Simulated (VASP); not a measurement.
Runs of VASP 6.6.1 on Au. The structure is that of space group P6_3/mmc (No. 194), or close to it. The cells are those of the table. This isn't the form of Au at room conditions, which is fcc.

```tsv
cell	further INCAR settings	gap on the mesh (eV)	pressure (GPa)
a = 2.657, b = 2.657, c = 5.813 Å, angles 90.0, 90.0, 120.0°, 2 atoms	ALGO = Fast; EDIFF = 1e-06; NBANDS = 18	none	10.6
a = 2.853, b = 2.853, c = 5.041 Å, angles 90.0, 90.0, 120.0°, 2 atoms	ALGO = Fast; EDIFF = 1e-06; NBANDS = 18	none	-5.9
a = 2.982, b = 2.982, c = 4.616 Å, angles 90.0, 90.0, 120.0°, 2 atoms	ALGO = Fast; EDIFF = 1e-07; NBANDS = 18	none	-6.1
a = 2.940, b = 2.940, c = 4.749 Å, angles 90.0, 90.0, 120.0°, 2 atoms	ALGO = Fast; EDIFF = 1e-07; NBANDS = 18	none	-6.6
a = 3.124, b = 3.124, c = 4.205 Å, angles 90.0, 90.0, 120.0°, 2 atoms	ALGO = Fast; EDIFF = 1e-06; NBANDS = 18	none	-0.6
a = 2.809, b = 2.809, c = 5.200 Å, angles 90.0, 90.0, 120.0°, 2 atoms	ALGO = Fast; EDIFF = 1e-06; NBANDS = 18	none	(c)
a = 2.729, b = 2.729, c = 5.511 Å, angles 90.0, 90.0, 120.0°, 2 atoms	ALGO = Fast; EDIFF = 1e-06; NBANDS = 18	none	(b)
a = 3.061, b = 3.061, c = 4.379 Å, angles 90.0, 90.0, 120.0°, 2 atoms	ALGO = Fast; EDIFF = 1e-06; NBANDS = 18	none	(a)
```

Alike in all rows: task single point; level PBEsol; potentials or basis VASP PAW PBE potentials, release 64 (Au); no spin polarisation; k mesh 24 × 24 × 12; cutoff (eV) 520; smearing gaussian 0.15 eV.

**Question.** Fill in the values left out.

**Answer.** (a) -3.4; (b) 1.6; (c) -4.2.

Caveats: the PAW data sets were made with another functional, which shifts forces and pressure a little; spin-orbit coupling is left out, which moves the levels of the heavy elements; the cell stands under tension (at least some runs); the cell stands under pressure (at least some runs).

A k mesh can miss the band edges, and the runs leave out spin-orbit coupling on Au.

A gap of «none» marks levels without a gap at the run's occupations.
